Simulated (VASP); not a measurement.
A run of VASP 6.6.1 is set up as follows.

The input INCAR:

```
SYSTEM = C
ALGO = Normal
EDIFF = 1E-7
ENCUT = 520
GGA = PE
ISIF = 2
ISMEAR = 0
LASPH = .TRUE.
LCHARG = .FALSE.
LREAL = .FALSE.
LWAVE = .FALSE.
NBANDS = 16
NELM = 60
PREC = Accurate
SIGMA = 0.1
```

KPOINTS

```
k-points
0
G
  14 14 12
  0 0 0
```

File POSCAR:

```
C
1.0
    3.4446126600      0.0000000000      0.0000000000
    0.0000000000      3.4446126600      0.0000000000
    0.0000000000      0.0000000000      4.4195695725
C
4
Direct
    0.0000000000      0.3009080909      0.0000000000
    0.6990919091      0.0000000000      0.0000000000
    0.3009080909      0.0000000000      0.0000000000
    0.0000000000      0.6990919091      0.0000000000
```

Potentials or basis: VASP PAW PBE potentials, release 64 (C).

Launch:

```bash
$ cat potpaw_PBE.64/C/POTCAR > POTCAR
$ mpirun -np 1 vasp_std > vasp.out
```

(1) Predict the largest force.

(2) Predict the band gap on the k mesh.

(3) Estimate the pressure.

Answers

(1) 0.036 eV/Å.

(2) zero (bands 8 and 9 overlap by 4.31 eV).

(3) 0.2 GPa.

Caveat: this functional lacks dispersion, which binds layers or chains, so the pressure and a relaxed spacing across them are unreliable.
